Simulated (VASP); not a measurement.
Wanted: the native input for a VASP 6.6.1 run.

```
Task                   : single point
Functional             : PBE
Potentials or basis    : VASP PAW PBE potentials, release 64 (Hf_pv)
Cutoff                 : 520 eV
k mesh                 : 12 × 12 × 1
Occupations            : fermi-dirac, width 0.1 eV
Spin                   : no spin polarisation
Dipole correction      : yes
Further INCAR settings : ALGO = Normal; EDIFF = 1e-06; NBANDS = 22
```

The structure of Hf lies in POSCAR:

```
Hf
1.0
    3.2032284304      0.0000000000      0.0000000000
   -1.6016142152      2.7740771949      0.0000000000
    0.0000000000      0.0000000000     21.0730000000
Hf
3
Direct
    0.0000000000      0.0000000000      0.3843068753
    0.3333333333      0.6666666667      0.5000000005
    0.0000000000      0.0000000000      0.6156931243
```

These files were run (other wordings do the same):

INCAR

```
SYSTEM = Hf
ALGO = Normal ; DIPOL = 0.5 0.5 0.500
EDIFF = 1E-6 ; ENCUT = 520
GGA = PE ; IDIPOL = 3
ISIF = 2 ; ISMEAR = -1
LASPH = .True. ; LCHARG = .True.
LDIPOL = .True. ; LELF = .True.
LREAL = .False. ; LVACPOTAV = .True.
LVHAR = .True. ; LWAVE = .False.
NBANDS = 22 ; NELM = 100
PREC = Accurate ; SIGMA = 0.1
```

KPOINTS

```
k-points
0
Gamma
  12 12 1
  0 0 0
```

Potentials or basis: VASP PAW PBE potentials, release 64 (Hf_pv).

Run with:

```bash
$ cat potpaw_PBE.64/Hf_pv/POTCAR > POTCAR
$ mpirun -np 1 vasp_std > vasp.out
```

Results of the run:

```
Largest force          : 0.033 eV/Å
Band gap on the k mesh : zero (bands 15 and 16 overlap by 1.26 eV)
```

Caveat: spin-orbit coupling is left out, which moves the levels of the heavy elements.

It took 4.3 min on 1 thread of Intel Xeon 8259CL, on a shared host, peak memory 0.31 GiB.
